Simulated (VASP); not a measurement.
Input of a VASP 6.6.1 run:

INCAR

```
PREC     = Accurate       # precision mode
ENCUT    = 600            # plane-wave cutoff, eV
EDIFF    = 1E-6           # SCF threshold, eV
ISMEAR   = -1             # smearing method
SIGMA    = 0.1            # smearing width, eV
LREAL    = F              # projectors in reciprocal space
LASPH    = T              # aspherical terms in the spheres
NELM     = 120            # most SCF steps
ALGO     = Normal         # electronic algorithm
ISIF     = 2              # what is computed and relaxed
LWAVE    = F              # write WAVECAR
LCHARG   = F              # write CHGCAR
GGA      = CA             # functional
NBANDS   = 25             # bands
GGA_COMPAT= F
```

The input KPOINTS:

```
regular mesh
0
Gamma
  7 7 10
```

The input POSCAR:

```
MgF2
1.0
    4.0608321634      0.0000000000      0.0000000000
    0.0000000000      4.0608321634      0.0000000000
    0.0000000000      0.0000000000      2.7299409611
Mg F
2 4
Direct
    0.0000000000      0.0000000000      0.0000000000
    0.5000000000      0.5000000000      0.5000000000
    0.3006145910      0.3006145910      0.0000000000
    0.6993854090      0.6993854090      0.0000000000
    0.8006145910      0.1993854090      0.5000000000
    0.1993854090      0.8006145910      0.5000000000
```

Potentials or basis: VASP PAW LDA potentials, release 64 (Mg, F).

The run is started by

```console
$ cat potpaw_LDA.64/Mg/POTCAR potpaw_LDA.64/F/POTCAR > POTCAR
$ mpirun -np 1 vasp_std > vasp.out
```

Question: Estimate the pressure.

Answer: 75.4 GPa.

Question: Estimate the band gap on the k mesh.

Answer: 9.70 eV, direct.

Question: Estimate the largest force.

Answer: 0.048 eV/Å.

Stress tensor (GPa, compression positive):
```
75.57  0.00  0.00
 0.00 75.57  0.00
 0.00  0.00 75.00
```

A k mesh can miss the band edges. As with any semilocal functional, this LDA gap is likely too small.
